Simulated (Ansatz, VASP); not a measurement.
## One calculation of ZnO, two programs

```
Zn O
1.0
     3.23534    0.00000    0.00000
    -1.61767    2.80189    0.00000
     0.00000    0.00000    5.21095
Zn O
2 2
Direct
  0.33333 0.66667 0.99765
  0.66667 0.33333 0.49765
  0.33333 0.66667 0.37735
  0.66667 0.33333 0.87735
```

Alike in both runs: task single point; functional r2SCAN; k mesh 9 × 9 × 4; no spin polarisation.

|  | VASP | Ansatz |
| --- | --- | --- |
| version | VASP 6.6.1 | Ansatz 0.2.0 |
| potentials or method | VASP PAW PBE potentials, release 64 (Zn, O) | plane waves, PAW |
| plane-wave cutoff (eV) | 520 | 500 |
| occupations | gaussian, width 0.01 eV | fixed |
| valence electrons in the cell | 36 | 36 |

|  | VASP | Ansatz | Ansatz less VASP |
| --- | --- | --- | --- |
| gap on the k mesh at the Fermi level (eV) | 1.23 | 1.24 | +0.003 |
| pressure (GPa) | 1.0 | 0.0 | -1.03 |
| traceless stress, the component that is largest in VASP (GPa) | 0.06 | 0.00 | -0.055 |

VASP's potentials were made for PBE, not for r2SCAN.
